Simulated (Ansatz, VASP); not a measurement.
# MgO in VASP and in Ansatz

Contents of POSCAR:

```
MgO
1.0
    0.0000000000      2.1159000000      2.1159000000
    2.1159000000      0.0000000000      2.1159000000
    2.1159000000      2.1159000000      0.0000000000
Mg O
1 1
Direct
    0.0000000000      0.0000000000      0.0000000000
    0.5000000000      0.5000000000      0.5000000000
```

The input INCAR.step1:

```
SYSTEM = MgO
ALGO     = Normal         ! electronic algorithm
EDIFF    = 1E-5           ! SCF threshold, eV
ENCUT    = 920            ! plane-wave cutoff, eV
GGA      = PE             ! functional
GGA_COMPAT= .FALSE.      
ISMEAR   = -1             ! smearing method
LASPH    = .TRUE.         ! aspherical terms in the spheres
LCHARG   = .FALSE.        ! write CHGCAR
LREAL    = .FALSE.        ! projectors in reciprocal space
LWAVE    = .TRUE.         ! write WAVECAR
NBANDS   = 15             ! bands
NELM     = 120            ! most SCF steps
PREC     = Accurate       ! precision mode
SIGMA    = 0.02           ! smearing width, eV
```

INCAR.step2

```
SYSTEM = MgO
ALGO     = Normal         ! electronic algorithm
EDIFF    = 1E-6           ! SCF threshold, eV
ENCUT    = 920            ! plane-wave cutoff, eV
GGA_COMPAT= .FALSE.      
ISIF     = 2              ! what is computed and relaxed
ISMEAR   = -1             ! smearing method
ISTART   = 1            
LASPH    = .TRUE.         ! aspherical terms in the spheres
LCHARG   = .TRUE.         ! write CHGCAR
LELF     = .TRUE.         ! ELF
LMIXTAU  = .TRUE.       
LREAL    = .FALSE.        ! projectors in reciprocal space
LVHAR    = .TRUE.       
LWAVE    = .FALSE.        ! write WAVECAR
METAGGA  = R2SCAN         ! meta-GGA
NBANDS   = 15             ! bands
NELM     = 120            ! most SCF steps
PREC     = Accurate       ! precision mode
SIGMA    = 0.02           ! smearing width, eV
```

File KPOINTS:

```
k-points
0
G
  8 8 8
  0 0 0
```

Input for Ansatz:

```yaml
crystal:
  lattice:
    - [0.0, 2.1159, 2.1159]
    - [2.1159, 0.0, 2.1159]
    - [2.1159, 2.1159, 0.0]
  atoms:
    - { symbol: Mg, position: [0.0, 0.0, 0.0] }
    - { symbol: O, position: [0.5, 0.5, 0.5] }
hamiltonian:
  xc: r2scan
  pseudopotentials: { kind: paw }
basis:
  ecutwfc: 500
kpoints:
  mp_grid: { grid: [8, 8, 8] }
scf:
  occupations: { method: fermi_dirac, width: 0.02 }
  lower_state_search: "off"
  algorithm: density_mixing
  max_iter: 60
  mixing: { algorithm: anderson, ndim: 4, beta: 0.2, preconditioner: none }
output:
  forces: true
  stress: true
```

Alike in both runs: task single point; functional r2SCAN; k mesh 8 × 8 × 8; occupations fermi-dirac, width 0.02 eV; no spin polarisation.

|  | VASP | Ansatz |
| --- | --- | --- |
| version | VASP 6.6.1 | Ansatz 0.2.0 |
| potentials or method | VASP PAW PBE potentials, release 64 (Mg_sv, O), cutoff 920 eV | PAW, plane waves, scalar-relativistic |
| valence electrons in the cell | 16 | 16 |

|  | VASP | Ansatz | Ansatz less VASP |
| --- | --- | --- | --- |
| pressure (GPa) | -2.6 | -3.1 | -0.50 |

VASP's potentials were made for PBE, not for r2SCAN.
